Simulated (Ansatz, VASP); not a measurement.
One calculation of MgO, two programs

```
Mg O
1.0
     0.00000    2.10760    2.10760
     2.10760    0.00000    2.10760
     2.10760    2.10760    0.00000
Mg O
1 1
Direct
  0.99369 0.00631 0.00631
  0.50958 0.49042 0.49042
```

Change from the starting cell: mode 4 frozen in at -0.040 Å and mode 5 at +0.000 Å (largest displacements).

Alike in both runs: task single point; functional PBEsol; k mesh 10 × 10 × 10; occupations gaussian, width 0.05 eV; no spin polarisation.

```csv
,VASP,Ansatz
version,VASP 6.6.1,Ansatz 0.2.0
potentials or method,"VASP PAW PBE potentials, release 64 (Mg, O), cutoff 520 eV","scalar-relativistic, plane waves, PAW"
valence electrons in the cell,8,16
```

```csv
,VASP,Ansatz,Ansatz less VASP
gap on the k mesh at the Fermi level (eV),4.61,4.62,+0.006
least direct gap on the mesh (eV),4.61,4.62,+0.006
pressure (GPa),-0.2,0.4,+0.61
"traceless stress, the component that is largest in VASP (GPa)",1.07,1.05,-0.021
rms of the force components (eV/Å),0.214,0.212,-0.0024
```

VASP's potentials were made for PBE, not for PBEsol, and Ansatz warns of the same on its side. Atom by atom the forces differ by 0.002 eV/Å (rms over components). VASP's potentials hold 8 valence electrons a cell and Ansatz's 16, so a difference there can come from the potentials and not from the codes.
